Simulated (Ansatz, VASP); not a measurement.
Given: the input of a run of Ansatz 0.2.0 on WS2.

input.yaml

```yaml
crystal:
  lattice:
    - [3.1393718744, -1.9244974047, 0.0]
    - [3.1393718744, 1.9244974047, 0.0]
    - [-0.0030907459, 0.0, 4.4271726737]
  atoms:
    - { symbol: W, position: [0.0, 0.0, 0.0] }
    - { symbol: S, position: [0.6879, 0.6879, 0.2889] }
    - { symbol: S, position: [0.3121, 0.3121, 0.7111] }
kpoints:
  mp_grid: { grid: [8, 8, 6] }
scf:
  occupations: { method: fermi_dirac, width: 0.05 }
hamiltonian:
  xc: pbe
  pseudopotentials: { kind: all_electron, lapw: { basis_error: 0.001 } }
output:
  forces: true
  stress: true
  eigenvalues: true
```

Potentials or basis: all-electron LAPW, scalar-relativistic.

Run with:

```console
$ ansatz run input.yaml --threads 2 --pin off --max-ram 6144MiB --backend cpu --events-out ev --progress --plain --runs-dir out
```

Q: Set up the same calculation for VASP 6.6.1. Potentials there: VASP PAW PBE potentials, release 64 (W_sv, S).

A: As run (the cutoff follows the program's own potentials):

File INCAR:

```
SYSTEM = WS2
ALGO = Normal
EDIFF = 1E-6
ENCUT = 520
GGA = PE
ISIF = 2
ISMEAR = -1
LASPH = .True.
LCHARG = .False.
LREAL = .False.
LWAVE = .False.
NBANDS = 20
NELM = 100
PREC = Accurate
SIGMA = 0.05
```

File KPOINTS:

```
k-points
0
Gamma
  8 8 6
  0 0 0
```

File POSCAR:

```
WS2
1.0
    3.1393718744     -1.9244974047      0.0000000000
    3.1393718744      1.9244974047      0.0000000000
   -0.0030907459      0.0000000000      4.4271726737
W S
1 2
Direct
    0.0000000000      0.0000000000      0.0000000000
    0.6879000000      0.6879000000      0.2889000000
    0.3121000000      0.3121000000      0.7111000000
```

Potentials or basis: VASP PAW PBE potentials, release 64 (W_sv, S).

The run is started by

```bash
$ cat potpaw_PBE.64/W_sv/POTCAR potpaw_PBE.64/S/POTCAR > POTCAR
$ mpirun -np 1 vasp_std > vasp.out
```

Both were run:

|  | VASP | Ansatz | Ansatz less VASP |
| --- | --- | --- | --- |
| gap on the k mesh at the Fermi level (eV) | none | none | - |
| pressure (GPa) | -3.0 | -2.9 | +0.08 |
| traceless stress, the component that is largest in VASP (GPa) | 20.01 | 19.97 | -0.032 |
| rms of the force components (eV/Å) | 0.723 | 0.723 | -0.0002 |

Atom by atom the forces differ by 0.001 eV/Å (rms over components). A gap of «none» marks a metal or a gap that the smearing closes. Ansatz ran all-electron here, and VASP with PAW potentials.

Neither program's run includes spin-orbit coupling.
